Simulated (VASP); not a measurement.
SnSe:

```
CELL_PARAMETERS angstrom
0.00000 3.06903 3.06903
3.06903 0.00000 3.06903
3.06903 3.06903 0.00000
ATOMIC_POSITIONS crystal
Sn 0.00000 0.00000 0.00000
Se 0.50000 0.50000 0.50000
```

Base run:

| Item | Value |
| --- | --- |
| Program | VASP 6.6.1 |
| Functional | PBE exchange alone |
| Potentials or basis | VASP PAW PBE potentials, release 64 (Sn_d, Se) |
| Cutoff | 520 eV |
| k mesh | 8 × 8 × 8 |
| Occupations | fermi-dirac, width 0.05 eV |
| Spin | no spin polarisation |

Its results: band gap on the k mesh 0.18 eV; pressure 6.8 GPa.

Question: After a change of settings the same cell gave: band gap on the k mesh 0.40 eV; pressure -5.6 GPa. Which change was it?
A. functional from PBE exchange alone to RPBE; dispersion from none to D4
B. functional from PBE exchange alone to LDA; potentials or basis from VASP PAW PBE potentials, release 64 (Sn_d, Se) to VASP PAW LDA potentials, release 64 (Sn_d, Se)
C. functional from PBE exchange alone to BHLYP; k mesh from 8 × 8 × 8 to 4 × 4 × 4

Answer: B.

Caveats: semilocal functionals underestimate gaps, and a narrow one can read as zero; spin-orbit coupling is left out, which moves the levels of the heavy elements; the cell stands under pressure (at least some runs); the cell stands under tension (at least some runs).
